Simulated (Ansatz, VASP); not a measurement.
## Two plane-wave programs on F

```
F
1.0
     9.00000    0.00000    0.00000
     0.00000    9.20000    0.00000
     0.00000    0.00000   10.40000
F
2
Direct
  0.50000 0.50000 0.43278
  0.50000 0.50000 0.56722
```

Alike in both runs: task single point; functional PBEsol; k mesh 1 × 1 × 1; occupations fermi-dirac, width 0.01 eV; no spin polarisation.

|  | VASP | Ansatz |
| --- | --- | --- |
| version | VASP 6.6.1 | Ansatz 0.2.0 |
| potentials or method | VASP PAW PBE potentials, release 64 (F_h) | PAW with Ansatz's default frozen-core files, scalar-relativistic |
| plane-wave cutoff (eV) | 1350 | 420 |
| valence electrons in the cell | 14 | 14 |

```csv
,VASP,Ansatz,Ansatz less VASP
gap on the k mesh at the Fermi level (eV),3.73,3.73,-0.004
rms of the force components (eV/Å),0.009,0.000,-0.0089
```

VASP's potentials were made for PBE, not for PBEsol. Atom by atom the forces differ by 0.009 eV/Å (rms over components). The functional is the same, so the differences come from potentials, cutoffs and numerics. Ansatz's warnings: xc potential rough in thin density.
